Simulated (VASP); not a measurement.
A run of VASP 6.6.1:

File INCAR:

```
PREC     = Accurate       # precision mode
ENCUT    = 600            # plane-wave cutoff, eV
EDIFF    = 1E-6           # SCF threshold, eV
ISMEAR   = 0              # smearing method
SIGMA    = 0.1            # smearing width, eV
LREAL    = False          # projectors in reciprocal space
LASPH    = True           # aspherical terms in the spheres
NELM     = 100            # most SCF steps
ALGO     = Normal         # electronic algorithm
ISIF     = 3              # what is computed and relaxed
LWAVE    = False          # write WAVECAR
LCHARG   = False          # write CHGCAR
GGA      = PE             # functional
IBRION   = 2              # ionic algorithm
NSW      = 100            # ionic steps
EDIFFG   = -0.05          # ionic threshold
```

The input KPOINTS:

```
Automatic mesh
0
Gamma
  9 9 4
```

POSCAR

```
BTe
1.0
    3.2012426634      0.0000000000      0.0000000000
   -1.6006213317      2.7723574701      0.0000000000
    0.0000000000      0.0000000000      5.2305584416
B Te
2 2
Direct
    0.0000000000      0.0000000000      0.0000000000
    0.0000000000      0.0000000000      0.5000000000
    0.3333333333      0.6666666667      0.2500000000
    0.6666666667      0.3333333333      0.7500000000
```

Potentials or basis: VASP PAW PBE potentials, release 64 (B, Te).

Launch:

```sh
$ cat potpaw_PBE.64/B/POTCAR potpaw_PBE.64/Te/POTCAR > POTCAR
$ mpirun -np 1 vasp_std > vasp.out
```

Hardware: 1 thread of Intel(R) Xeon(R) Platinum 8488C (Sapphire Rapids), on a shared host.

Question: Estimate the wall time of this run.

Answer: It took 73 s on 1 thread of Intel(R) Xeon(R) Platinum 8488C (Sapphire Rapids), on a shared host, peak memory 0.2 GiB. Counts: scf iterations 56, k points 36, ion steps 6.
